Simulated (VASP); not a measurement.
# ZrSnTe4 (P4/mmm) in VASP: single point with PBE

Aim: the single point of ZrSnTe4 with PBE.

Program: VASP 6.6.1. These are calculated values, not measurements. Logs are shortened: lines on timing, memory, paths and dates and some standing lists are left out, and cuts for length are marked.

### Step 1. The cell of the first run

Symmetry: P4/mmm, No. 123, tetragonal system. The conventional cell has a = 5.881 Å, b = 5.881 Å, c = 6.167 Å, α = 90.00°, β = 90.00°, γ = 90.00°. Zr (site symmetry 4/mmm) has 4 Te at 2.94 Å and 2 Sn at 3.08 Å within 3.9 Å. Sn (site symmetry 4/mmm) has 4 Te at 2.94 Å and 2 Zr at 3.08 Å within 3.9 Å. Within 3.9 Å of Te (site symmetry mmm) lie 2 Sn at 2.94 Å and 2 Te at 3.08 Å. Within 3.9 Å of Te (site symmetry mmm) lie 2 Zr at 2.94 Å and 2 Te at 3.08 Å.

### Step 2. Single point, PBE, collinear spin, ferromagnetic start

INCAR reads:

```
SYSTEM = ZrSnTe4
  PREC = Accurate
  ENCUT = 520
  EDIFF = 1E-7
  ISMEAR = 0
  SIGMA = 0.1
  LREAL = .False.
  LASPH = .True.
  NELM = 150
  ALGO = Normal
  ISIF = 2
  LWAVE = .False.
  LCHARG = .True.
  ISPIN = 2
  MAGMOM = 1 0 0 0 0 0
  LORBIT = 11
  LMAXMIX = 4
  GGA = PE
  LELF = .True.
  LVHAR = .True.
  NBANDS = 38
```

KPOINTS reads:

```
regular mesh
0
Gamma
  4 4 4
  0 0 0
```

POSCAR reads:

```
ZrSnTe4
1.0
    5.8808519055      0.0000000000      0.0000000000
    0.0000000000      5.8808519055      0.0000000000
    0.0000000000      0.0000000000      6.1673267919
Zr Sn Te
1 1 4
Direct
    0.0000000000      0.0000000000      0.5000000000
    0.0000000000      0.0000000000      0.0000000000
    0.0000000000      0.5000000000      0.0000000000
    0.5000000000      0.0000000000      0.0000000000
    0.0000000000      0.5000000000      0.5000000000
    0.5000000000      0.0000000000      0.5000000000
```

Potentials or basis: VASP PAW PBE potentials, release 64 (Zr_sv, Sn_d, Te).

Command:

```bash
> cat potpaw_PBE.64/Zr_sv/POTCAR potpaw_PBE.64/Sn_d/POTCAR potpaw_PBE.64/Te/POTCAR > POTCAR
> mpirun -np 1 vasp_std > vasp.out
```

OUTCAR:

```text
SYSTEM = ZrSnTe4
   PREC = Accurate
   ENCUT = 520
   EDIFF = 1E-7
   ISMEAR = 0
   LREAL = .False.
   LASPH = .True.
   NELM = 150
   ISIF = 2
   ISPIN = 2
   LORBIT = 11
   GGA = PE

 ion  position               nearest neighbor table
   1  0.000  0.000  0.500-   5 2.94   6 2.94   5 2.94   6 2.94   2 3.08   2 3.08
   2  0.000  0.000  0.000-   3 2.94   4 2.94   3 2.94   4 2.94   1 3.08   1 3.08
   3  0.000  0.500  0.000-   2 2.94   2 2.94   5 3.08   5 3.08
   4  0.500  0.000  0.000-   2 2.94   2 2.94   6 3.08   6 3.08
   5  0.000  0.500  0.500-   1 2.94   1 2.94   3 3.08   3 3.08
   6  0.500  0.000  0.500-   1 2.94   1 2.94   4 3.08   4 3.08

  LATTYP: Found a simple tetragonal cell.
 ALAT       =     5.8808519055
 C/A-ratio  =     1.0487131611

  Lattice vectors:

 A1 = (   5.8808519055,   0.0000000000,   0.0000000000)
 A2 = (   0.0000000000,   5.8808519055,   0.0000000000)
 A3 = (   0.0000000000,   0.0000000000,   6.1673267919)

Analysis of symmetry for initial positions (statically):
=====================================================================
 Subroutine PRICEL returns:
 Original cell was already a primitive cell.

 Routine SETGRP: Setting up the symmetry group for a
 simple tetragonal supercell.

 Subroutine GETGRP returns: Found 16 space group operations
 (whereof 16 operations were pure point group operations)
 out of a pool of 16 trial point group operations.

The static configuration has the point symmetry D_4h.

Analysis of symmetry for dynamics (positions and initial velocities):
=====================================================================
 Subroutine PRICEL returns:
 Original cell was already a primitive cell.

 Routine SETGRP: Setting up the symmetry group for a
 simple tetragonal supercell.

 Subroutine GETGRP returns: Found 16 space group operations
 (whereof 16 operations were pure point group operations)
 out of a pool of 16 trial point group operations.

The dynamic configuration has the point symmetry D_4h.

Analysis of structural, dynamic, and magnetic symmetry:
=====================================================================
 Subroutine PRICEL returns:
 Original cell was already a primitive cell.

 Routine SETGRP: Setting up the symmetry group for a
 simple tetragonal supercell.

 Subroutine GETGRP returns: Found 16 space group operations
 (whereof 16 operations were pure point group operations)
 out of a pool of 16 trial point group operations.

The overall configuration has the point symmetry D_4h.

 Subroutine INISYM returns: Found 16 space group operations
 (whereof 16 operations are pure point group operations),
 and found     1 'primitive' translations

----------------------------------------------------------------------------------------

                                     Primitive cell

  volume of cell :     213.2934

  direct lattice vectors                    reciprocal lattice vectors
     5.880851906  0.000000000  0.000000000     0.170043391  0.000000000  0.000000000
     0.000000000  5.880851906  0.000000000     0.000000000  0.170043391  0.000000000
     0.000000000  0.000000000  6.167326792     0.000000000  0.000000000  0.162144805

  length of vectors
     5.880851906  5.880851906  6.167326792     0.170043391  0.170043391  0.162144805

  position of ions in fractional coordinates (direct lattice)
     0.000000000  0.000000000  0.500000000
     0.000000000  0.000000000  0.000000000
     0.000000000  0.500000000  0.000000000
     0.500000000  0.000000000  0.000000000
     0.000000000  0.500000000  0.500000000
     0.500000000  0.000000000  0.500000000

  ion indices of the primitive-cell ions
   primitive index   ion index
                 1           1
                 2           2
                 3           3
                 4           4
                 5           5
                 6           6

----------------------------------------------------------------------------------------

 KPOINTS: regular mesh

Automatic generation of k-mesh.
 Grid dimensions read from file:
 generate k-points for:    4    4    4

 Generating k-lattice:

  Cartesian coordinates                     Fractional coordinates (reciprocal lattice)
     0.042510848  0.000000000  0.000000000     0.250000000  0.000000000  0.000000000
     0.000000000  0.042510848  0.000000000     0.000000000  0.250000000  0.000000000
     0.000000000  0.000000000  0.040536201     0.000000000  0.000000000  0.250000000

  Length of vectors
     0.042510848  0.042510848  0.040536201

  Shift w.r.t. Gamma in fractional coordinates (k-lattice)
     0.000000000  0.000000000  0.000000000

 Subroutine IBZKPT returns following result:
 ===========================================

 Found     18 irreducible k-points:

 Following reciprocal coordinates:
            Coordinates               Weight
  0.000000  0.000000  0.000000      1.000000
  0.250000  0.000000  0.000000      4.000000
  0.500000  0.000000  0.000000      2.000000
  0.250000  0.250000  0.000000      4.000000
  0.500000  0.250000  0.000000      4.000000
  0.500000  0.500000  0.000000      1.000000
[... 10 lines left out ...]
  0.500000  0.250000  0.500000      4.000000
  0.500000  0.500000  0.500000      1.000000
   k-points           NKPTS =     18   k-points in BZ     NKDIM =     18   number of bands    NBANDS=     38
   number of dos      NEDOS =    301   number of ions     NIONS =      6
   total plane-waves  NPLWV = 110592
   dimension x,y,z NGX =    48 NGY =   48 NGZ =   48
   dimension x,y,z NGXF=    96 NGYF=   96 NGZF=   96
   ions per type =               1   1   4
   NGX,Y,Z   is equivalent  to a cutoff of  13.57, 13.57, 12.94 a.u.
   NGXF,Y,Z  is equivalent  to a cutoff of  27.14, 27.14, 25.88 a.u.
 SYSTEM =  ZrSnTe4
   PREC   = accura    normal or accurate (medium, high low for compatibility)
   ISTART =      0    job   : 0-new  1-cont  2-samecut
   ICHARG =      2    charge: 1-file 2-atom 10-const
   ISPIN  =      2    spin polarized calculation?
   LNONCOLLINEAR =      F non collinear calculations
   LSORBIT =      F    spin-orbit coupling
   LASPH  =      T    aspherical Exc in radial PAW
   ENCUT  =  520.0 eV  38.22 Ry    6.18 a.u.  10.93 10.93 11.47*2*pi/ulx,y,z
   NELM   =    150;   NELMIN=  2; NELMDL= -5     # of ELM steps
   EDIFF  = 0.1E-06   stopping-criterion for ELM
   LREAL  =      F    real-space projection
   EDIFFG = 0.1E-05   stopping-criterion for IOM
   NSW    =      0    number of steps for IOM
   IBRION =     -1    ionic relax: 0-MD 1-quasi-New 2-CG
   NFREE  =      0    steps in history (QN), initial steepest desc. (CG)
   ISIF   =      2    stress and relaxation
   ISYM   =      2    0-nonsym 1-usesym 2-fastsym
   POTIM  = 0.5000    time-step for ionic-motion
   TEBEG  =    0.0;   TEEND  =   0.0 temperature during run
   PSTRESS=    0.0 pullay stress
   NELECT =      50.0000    total number of electrons
   NUPDOWN=      -1.0000    fix difference up-down
   EMIN   =  10.00;   EMAX   =-10.00  energy-range for DOS
   EFERMI =   0.00;   METHOD = LEGACY
   ISMEAR =     0;   SIGMA  =   0.10  broadening in eV -4-tet -1-fermi 0-gaus
   EFERMI_NEDOS =   21; number of points for ismear=-14 and -15
   IALGO  =     38    algorithm
   IMIX   =      4    mixing-type and parameters
     AMIX     =   0.40;   BMIX     =  1.00
     AMIX_MAG =   1.60;   BMIX_MAG =  1.00
  volume/ion in A,a.u.               =      35.55       239.90
  Fermi-wavevector in a.u.,A,eV,Ry     =   1.009421  1.907529 13.863395  1.018931
  Thomas-Fermi vector in A             =   2.142348
   LORBIT       =     11    0 simple, 1 ext, 2 COOP (PROOUT), +10 PAW based schemes
   GGA     = PE    functional components
   LHFCALC =     F    Hartree Fock is set to
   AEXX    =    0.0000 exact exchange contribution
   IVDW    =     0    specifies the selected vdW correction
   LEPSILON=     F    determine dielectric tensor
   LRPA    =     F    only Hartree local field effects (RPA)
 spin polarized calculation
 Gauss-broadening in eV      SIGMA  =   0.10
  energy-cutoff  :      520.00
  volume of cell :      213.29
 maximum number of plane-waves:      5792
 NGX is ok and might be reduce to    48
   NGX = 21   NGY = 21   NGZ = 23

 number of electron      49.9999993 magnetization      -0.0021024

 number of electron      49.9999993 magnetization       0.0000254

 Free energy of the ion-electron system (eV)
  ---------------------------------------------------
  ext. energy  EPLUGINS =         0.00000000
  ---------------------------------------------------
  free energy    TOTEN  =       -25.28505043 eV

  energy without entropy =      -25.26133655  energy(sigma->0) =      -25.27319349

 E-fermi :   4.9798     XC(G=0):  -8.6923

 val. band max:        4.9724000865   @ k =   0.5000   0.5000   0.5000
 cond. band min:       4.9938546221   @ k =   0.2500   0.2500   0.2500
 fundamental gap:      0.0214545357
 Fermi energy:         4.9798115977

 spin component 1

 k-point     1 :       0.0000    0.0000    0.0000
  band No.  band energies     occupation
      1     -45.1202      1.00000
      2     -23.1331      1.00000
      3     -23.1331      1.00000
      4     -23.0763      1.00000
      5     -16.5001      1.00000
      6     -16.4405      1.00000
[... 29 lines left out ...]
     36      10.2766      0.00000
     37      10.2766      0.00000

 k-point     2 :       0.2500    0.0000    0.0000
  band No.  band energies     occupation
      1     -45.1202      1.00000
      2     -23.1331      1.00000
      3     -23.1330      1.00000
      4     -23.0762      1.00000
      5     -16.4994      1.00000
      6     -16.4408      1.00000
[... 29 lines left out ...]
     36      10.2839      0.00000
     37      10.3008      0.00000
[... 598 lines left out ...]
     36      10.4315      0.00000
     37      10.9675      0.00000

 k-point    18 :       0.5000    0.5000    0.5000
  band No.  band energies     occupation
      1     -45.1203      1.00000
      2     -23.1331      1.00000
      3     -23.1331      1.00000
      4     -23.0812      1.00000
      5     -16.4972      1.00000
      6     -16.4415      1.00000
[... 29 lines left out ...]
     36      10.0670      0.00000
     37      10.3479      0.00000
 Fermi energy:         4.9798115977

 spin component 2

 k-point     1 :       0.0000    0.0000    0.0000
  band No.  band energies     occupation
      1     -45.1201      1.00000
      2     -23.1331      1.00000
      3     -23.1331      1.00000
      4     -23.0762      1.00000
      5     -16.5001      1.00000
      6     -16.4405      1.00000
[... 29 lines left out ...]
     36      10.2766      0.00000
     37      10.2766      0.00000

 k-point     2 :       0.2500    0.0000    0.0000
  band No.  band energies     occupation
      1     -45.1202      1.00000
      2     -23.1331      1.00000
      3     -23.1330      1.00000
      4     -23.0761      1.00000
      5     -16.4994      1.00000
      6     -16.4408      1.00000
[... 29 lines left out ...]
     36      10.2840      0.00000
     37      10.3008      0.00000
[... 598 lines left out ...]
     36      10.4315      0.00000
     37      10.9675      0.00000

 k-point    18 :       0.5000    0.5000    0.5000
  band No.  band energies     occupation
      1     -45.1203      1.00000
      2     -23.1330      1.00000
      3     -23.1330      1.00000
      4     -23.0811      1.00000
      5     -16.4972      1.00000
      6     -16.4415      1.00000
[... 29 lines left out ...]
     36      10.0670      0.00000
     37      10.3479      0.00000
 [bands above 37 left out]

------------------------ aborting loop because EDIFF is reached ----------------------------------------

  FORCE on cell =-STRESS in cart. coord.  units (eV):
  Direction    XX          YY          ZZ          XY          YZ          ZX
  --------------------------------------------------------------------------------------
  -------------------------------------------------------------------------------------
  Total        0.1068148      0.1068148      0.1024541      0.0000000      0.0000000      0.0000000
  in kB        0.8023511      0.8023511      0.7695953      0.0000000      0.0000000      0.0000000
  external PRESSURE =       0.7914325 kB  Pullay stress =       0.0000000 kB

 VOLUME and BASIS-vectors are now :
 -----------------------------------------------------------------------------
  energy-cutoff  :      520.00
  volume of cell :      213.29
      direct lattice vectors                 reciprocal lattice vectors
     5.880851906  0.000000000  0.000000000     0.170043391  0.000000000  0.000000000
     0.000000000  5.880851906  0.000000000     0.000000000  0.170043391  0.000000000
     0.000000000  0.000000000  6.167326792     0.000000000  0.000000000  0.162144805

 POSITION                                       TOTAL-FORCE (eV/Angst)
 -----------------------------------------------------------------------------------
      0.00000      0.00000      3.08366         0.000000      0.000000      0.000000
      0.00000      0.00000      0.00000         0.000000      0.000000      0.000000
      0.00000      2.94043      0.00000         0.000000      0.000000      0.000000
      2.94043      0.00000      0.00000         0.000000      0.000000      0.000000
      0.00000      2.94043      3.08366         0.000000      0.000000      0.000000
      2.94043      0.00000      3.08366         0.000000      0.000000      0.000000
 -----------------------------------------------------------------------------------
    total drift:                               -0.000000     -0.000000      0.000000

  FREE ENERGIE OF THE ION-ELECTRON SYSTEM (eV)
  ---------------------------------------------------
  free  energy   TOTEN  =       -25.2850504346 eV

  energy  without entropy=      -25.2613365545  energy(sigma->0) =      -25.27319349

 total charge

# of ion       s       p       d       tot
------------------------------------------
    1        2.166   5.961   1.487   9.614
    2        1.199   1.088   9.995  12.282
    3        1.415   1.865   0.037   3.317
    4        1.415   1.865   0.037   3.317
    5        1.382   1.952   0.033   3.367
    6        1.382   1.952   0.033   3.367
--------------------------------------------------
tot          8.959  14.683  11.621  35.263

 magnetization (x)

# of ion       s       p       d       tot
------------------------------------------
    1        0.000   0.000   0.000   0.000
    2       -0.000  -0.000   0.000  -0.000
    3       -0.000  -0.000  -0.000  -0.000
    4       -0.000  -0.000  -0.000  -0.000
    5       -0.000  -0.000   0.000  -0.000
    6       -0.000  -0.000   0.000  -0.000
--------------------------------------------------
tot          0.000  -0.000   0.000   0.000
```

Run time: 14 min. Hardware: 1 thread of Oxide Virtual Turin-like, shared host; peak memory 0.51 GiB.

What came out:

```yaml
Free_energy: -25.2851 eV
Pressure: 0.1 GPa
Band_gap_on_the_k_mesh: zero (filled and empty bands overlap)
Net_moment: 0.00 μB per cell
Valence_electrons_inside_the_program's_atomic_spheres: Zr 9.61; Sn 12.28; Te 3.32, 3.37
```

Caveat: spin-orbit coupling is left out, which moves the levels of the heavy elements.
